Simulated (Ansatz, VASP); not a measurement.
## One calculation of SiO2, two programs

Contents of INCAR:

```
PREC     = Accurate       # precision mode
ENCUT    = 520            # plane-wave cutoff, eV
EDIFF    = 1E-6           # SCF threshold, eV
ISMEAR   = -1             # smearing method
SIGMA    = 0.02           # smearing width, eV
LREAL    = F              # projectors in reciprocal space
LASPH    = T              # aspherical terms in the spheres
NELM     = 60             # most SCF steps
ALGO     = Normal         # electronic algorithm
ISIF     = 2              # what is computed and relaxed
LWAVE    = F              # write WAVECAR
LCHARG   = T              # write CHGCAR
GGA      = PE             # functional
LELF     = T              # ELF
LVHAR    = T            
NBANDS   = 25             # bands
```

Contents of KPOINTS:

```
regular mesh
0
Gamma
  6 6 10
```

File POSCAR:

```
SiO2
1.0
    4.3718489319      0.0000000000      0.0000000000
    0.0000000000      4.3718489319      0.0000000000
    0.0000000000      0.0000000000      2.7878698140
Si O
2 4
Direct
    0.0000000000      0.0000000000      0.0000000000
    0.5000000000      0.5000000000      0.5000000000
    0.3114926534      0.3114926534      0.0000000000
    0.1885073466      0.8114926534      0.5000000000
    0.6885073466      0.6885073466      0.0000000000
    0.8114926534      0.1885073466      0.5000000000
```

Input for Ansatz:

```yaml
crystal:
  lattice:
    - [4.3718489319, 0.0, 0.0]
    - [0.0, 4.3718489319, 0.0]
    - [0.0, 0.0, 2.787869814]
  atoms:
    - { symbol: Si, position: [0.0, 0.0, 0.0] }
    - { symbol: Si, position: [0.5, 0.5, 0.5] }
    - { symbol: O, position: [0.3114926534, 0.3114926534, 0.0] }
    - { symbol: O, position: [0.1885073466, 0.8114926534, 0.5] }
    - { symbol: O, position: [0.6885073466, 0.6885073466, 0.0] }
    - { symbol: O, position: [0.8114926534, 0.1885073466, 0.5] }
kpoints:
  mp_grid: { grid: [6, 6, 10] }
  band_path:
    path:
      - [0.0, 0.0, 0.0]
      - [0.0, 0.5, 0.0]
      - [0.5, 0.5, 0.0]
      - [0.0, 0.0, 0.5]
      - [0.0, 0.5, 0.5]
      - [0.5, 0.5, 0.5]
    npoints: 1
hamiltonian:
  xc: pbe
scf:
  occupations: { method: fermi_dirac, width: 0.02 }
  n_extra_bands: 5
output:
  forces: true
  stress: true
  eigenvalues: true
  write_density: true
  write_potential: true
  elf: true
  volumetric_format: npy
```

Change from the starting cell: hydrostatic strain +4.5%.

Alike in both runs: task single point; functional PBE; k mesh 6 × 6 × 10; occupations fermi-dirac, width 0.02 eV; no spin polarisation.

```csv
,VASP,Ansatz
version,VASP 6.6.1,Ansatz 0.2.0
potentials or method,"VASP PAW PBE potentials, release 64 (Si, O)","plane waves, PAW"
plane-wave cutoff (eV),520,420
valence electrons in the cell,32,32
```

Ansatz gave:

* gap on the k mesh at the Fermi level (eV): 3.58
* pressure (GPa): -21.9
* traceless stress, the component that is largest in VASP (GPa): -8.57
* rms of the force components (eV/Å): 0.042

Q: Estimate VASP's values.

A: gap on the k mesh at the Fermi level (eV): 3.56; pressure (GPa): -21.8; traceless stress, the component that is largest in VASP (GPa): -8.17; rms of the force components (eV/Å): 0.050.

Atom by atom the forces differ by 0.009 eV/Å (rms over components).
